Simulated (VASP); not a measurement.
Runs of VASP 6.6.1 on Hg. The structure is that of space group P6_3/mmc (No. 194), or close to it. The cells are those of the table. 

| task | cell | k mesh | cutoff (eV) | smearing | gap on the mesh (eV) | pressure (GPa) |
| --- | --- | --- | --- | --- | --- | --- |
| relaxation of cell and atoms | relaxed from a = 3.442, b = 3.442, c = 11.062 Å, angles 90.0, 90.0, 120.0°, 4 atoms | 15 × 15 × 4 | 600 | gaussian 0.1 eV | none | 0.0 |
| single point | a = 3.337, b = 3.337, c = 10.588 Å, angles 90.0, 90.0, 120.0°, 4 atoms | 18 × 18 × 6 | 520 | gaussian 0.15 eV | none | 0.2 |
| single point | a = 3.196, b = 3.196, c = 10.161 Å, angles 90.0, 90.0, 120.0°, 4 atoms | 15 × 15 × 4 | 500 | gaussian 0.1 eV | none | 4.3 |
| single point | a = 3.269, b = 3.269, c = 10.372 Å, angles 90.0, 90.0, 120.0°, 4 atoms | 15 × 15 × 4 | 500 | gaussian 0.1 eV | none | 1.6 |
| single point | a = 3.234, b = 3.234, c = 10.261 Å, angles 90.0, 90.0, 120.0°, 4 atoms | 15 × 15 × 4 | 500 | gaussian 0.1 eV | none | 2.7 |
| single point | a = 3.304, b = 3.304, c = 10.481 Å, angles 90.0, 90.0, 120.0°, 4 atoms | 15 × 15 × 4 | 500 | gaussian 0.1 eV | none | (a) |
| single point | a = 3.403, b = 3.403, c = 10.796 Å, angles 90.0, 90.0, 120.0°, 4 atoms | 15 × 15 × 4 | 500 | gaussian 0.1 eV | none | (b) |
| single point | a = 3.337, b = 3.337, c = 10.588 Å, angles 90.0, 90.0, 120.0°, 4 atoms | 15 × 15 × 4 | 520 | gaussian 0.1 eV | none | 0.2 |

Alike in all rows: level PBE+D3(BJ); potentials or basis VASP PAW PBE potentials, release 64 (Hg); no spin polarisation.

Q: Fill in the values left out.

A: (a) 0.9; (b) -0.7.

Caveats: spin-orbit coupling is left out, which moves the levels of the heavy elements; pairwise dispersion overbinds metals, which lowers pressure and volume.

A k mesh can miss the band edges, and the runs leave out spin-orbit coupling on Hg.

A gap of «none» marks levels without a gap at the run's occupations.
